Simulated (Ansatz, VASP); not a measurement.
## LiS2 in VASP and in Ansatz

The input INCAR:

```
SYSTEM = LiS2
PREC = Accurate
ENCUT = 520
EDIFF = 1E-6
ISMEAR = 0
SIGMA = 0.1
LREAL = .False.
LASPH = .True.
NELM = 60
ALGO = Normal
ISIF = 2
LWAVE = .False.
LCHARG = .False.
GGA = PE
NBANDS = 24
```

KPOINTS

```
Automatic mesh
0
Gamma
  8 8 2
  0 0 0
```

Contents of POSCAR:

```
LiS2
1.0
    3.2793293990      0.0000000000      0.0000000000
    0.0000000000      3.2793293990      0.0000000000
    0.0000000000      0.0000000000     11.4222254146
Li S
2 4
Direct
    0.0000000000      0.5000000000      0.5742421303
    0.5000000000      0.0000000000      0.4257578697
    1.0000000000      0.0000000000      0.0000000000
    0.5000000000      0.5000000000      0.0000000000
    0.0000000000      0.5000000000      0.3516691037
    0.5000000000      0.0000000000      0.6483308963
```

Input for Ansatz:

```yaml
crystal:
  lattice:
    - [3.279329399, 0.0, 0.0]
    - [0.0, 3.279329399, 0.0]
    - [0.0, 0.0, 11.4222254146]
  atoms:
    - { symbol: Li, position: [0.0, 0.5, 0.5742421303] }
    - { symbol: Li, position: [0.5, 0.0, 0.4257578697] }
    - { symbol: S, position: [1.0, 0.0, 0.0] }
    - { symbol: S, position: [0.5, 0.5, 0.0] }
    - { symbol: S, position: [0.0, 0.5, 0.3516691037] }
    - { symbol: S, position: [0.5, 0.0, 0.6483308963] }
basis:
  ecutwfc: 420
kpoints:
  mp_grid: { grid: [8, 8, 2] }
hamiltonian:
  xc: pbe
scf:
  occupations: { method: gaussian, width: 0.1 }
output:
  forces: true
  stress: true
  eigenvalues: true
```

Alike in both runs: task single point; functional PBE; k mesh 8 × 8 × 2; occupations gaussian, width 0.1 eV; no spin polarisation.

|  | VASP | Ansatz |
| --- | --- | --- |
| version | VASP 6.6.1 | Ansatz 0.2.0 |
| potentials or method | VASP PAW PBE potentials, release 64 (Li_sv, S), cutoff 520 eV | scalar-relativistic, plane waves, PAW |
| valence electrons in the cell | 30 | 30 |

```csv
,VASP,Ansatz,Ansatz less VASP
gap on the k mesh at the Fermi level (eV),none,none,-
rms of the force components (eV/Å),0.012,0.011,-0.0006
```

Atom by atom the forces differ by 0.001 eV/Å (rms over components). A gap of «none» marks a metal or a gap that the smearing closes.

Noted on VASP's run: the cutoff is under 1.25 times that of the potentials, so the pressure is a little rough.
